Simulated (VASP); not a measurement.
A run of VASP 6.6.1:

The input INCAR:

```
PREC = Accurate
ENCUT = 600
EDIFF = 1E-6
ISMEAR = 0
SIGMA = 0.1
LREAL = False
LASPH = True
NELM = 80
ALGO = Normal
ISIF = 3
LWAVE = False
LCHARG = False
GGA = PE
IBRION = 2
NSW = 90
EDIFFG = -0.04
```

KPOINTS

```
Automatic mesh
0
Gamma
  4 4 6
```

The input POSCAR:

```
Si2N
1.0
    3.7653138836      0.0000000000      0.0000000000
    0.0000000000      3.7653138836      0.0000000000
    0.0000000000      0.0000000000      2.6605983171
Si N
2 1
Direct
    0.0000000000      0.5000000000      0.5000000000
    0.5000000000      0.0000000000      0.5000000000
    0.5000000000      0.5000000000      0.5000000000
```

Potentials or basis: VASP PAW PBE potentials, release 64 (Si, N).

Launch:

```console
$ cat potpaw_PBE.64/Si/POTCAR potpaw_PBE.64/N/POTCAR > POTCAR
$ mpirun -np 1 vasp_std > vasp.out
```

Hardware: 1 thread of Intel(R) Xeon(R) 6975P-C (Granite Rapids), on a shared host.

Q: How long does it take, and how much memory?

A: It took 26 s on 1 thread of Intel(R) Xeon(R) 6975P-C (Granite Rapids), with other jobs on the host, peak memory 0.15 GiB. Counts: scf iterations 32, k points 24, ion steps 4.
